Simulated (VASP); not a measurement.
A run of VASP 6.6.1:

File INCAR:

```
SYSTEM = Se
ALGO = Normal
EDIFF = 1E-6
ENCUT = 520
GGA = PE
ISIF = 2
ISMEAR = -1
LASPH = .TRUE.
LCHARG = .FALSE.
LREAL = .FALSE.
LWAVE = .FALSE.
NBANDS = 13
NELM = 100
PREC = Accurate
SIGMA = 0.05
```

File KPOINTS:

```
k-points
0
G
  8 8 8
  0 0 0
```

Contents of POSCAR:

```
Se
1.0
    0.0000000000     -3.4068972300      0.0000000000
   -3.4068972300      0.0000000000      0.0000000000
    0.0000000000      0.0000000000     -3.4068972300
Se
2
Direct
    0.4655916400      0.5167974900      0.4461899600
    0.0344083600      0.9832025100      0.0538100400
```

Potentials or basis: VASP PAW PBE potentials, release 64 (Se).

Command:

```sh
$ cat potpaw_PBE.64/Se/POTCAR > POTCAR
$ mpirun -np 1 vasp_std > vasp.out
```

Hardware: 1 thread of AMD EPYC 7R13 (shared host).

Question: Estimate the wall time of this run.

Answer: Wall time 3 min on 1 thread of AMD EPYC 7R13 (shared host), peak memory 0.21 GiB. Counts: scf iterations 10, k points 260.
